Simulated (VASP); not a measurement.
Write the native input for VASP 6.6.1 that does the following.

```yaml
Task: single point
Functional: PBEsol
Potentials_or_basis: VASP PAW PBE potentials, release 64 (Al, N)
Cutoff: 600 eV
k_mesh: 8 × 8 × 8
Occupations: gaussian, width 0.01 eV
Spin: no spin polarisation
Dipole_correction: no
Further_INCAR_settings: ALGO = Normal; EDIFF = 1e-06; NBANDS = 11; ISYM = 0
```

The structure of AlN lies in POSCAR:

```
AlN
1.0
    0.0000000000      2.0188684454      2.0188684454
    2.0188684454      0.0000000000      2.0188684454
    2.0188684454      2.0188684454      0.0000000000
Al N
1 1
Direct
    0.0000000000      0.0000000000      0.0000000000
    0.5000000000      0.5000000000      0.5000000000
```

These files were run (other wordings do the same):

INCAR

```
PREC = Accurate
ENCUT = 600
EDIFF = 1E-6
ISMEAR = 0
SIGMA = 0.01
LREAL = F
LASPH = T
NELM = 120
ALGO = Normal
ISIF = 2
LWAVE = F
LCHARG = T
GGA = PS
LELF = T
LVHAR = T
NBANDS = 11
ISYM = 0
GGA_COMPAT = F
```

KPOINTS

```
regular mesh
0
Gamma
  8 8 8
```

Potentials or basis: VASP PAW PBE potentials, release 64 (Al, N).

Command:

```bash
$ cat potpaw_PBE.64/Al/POTCAR potpaw_PBE.64/N/POTCAR > POTCAR
$ mpirun -np 1 vasp_std > vasp.out
```

Results of the run:

```json
{"Pressure": "1.2 GPa", "Band gap on the k mesh": "4.59 eV (least direct gap 5.73 eV)"}
```

Caveat: the PAW data sets were made with another functional, which shifts forces and pressure a little.

It took 14 s on 1 thread of Intel(R) Xeon(R) 6975P-C (Granite Rapids) (shared host), peak memory 0.18 GiB.
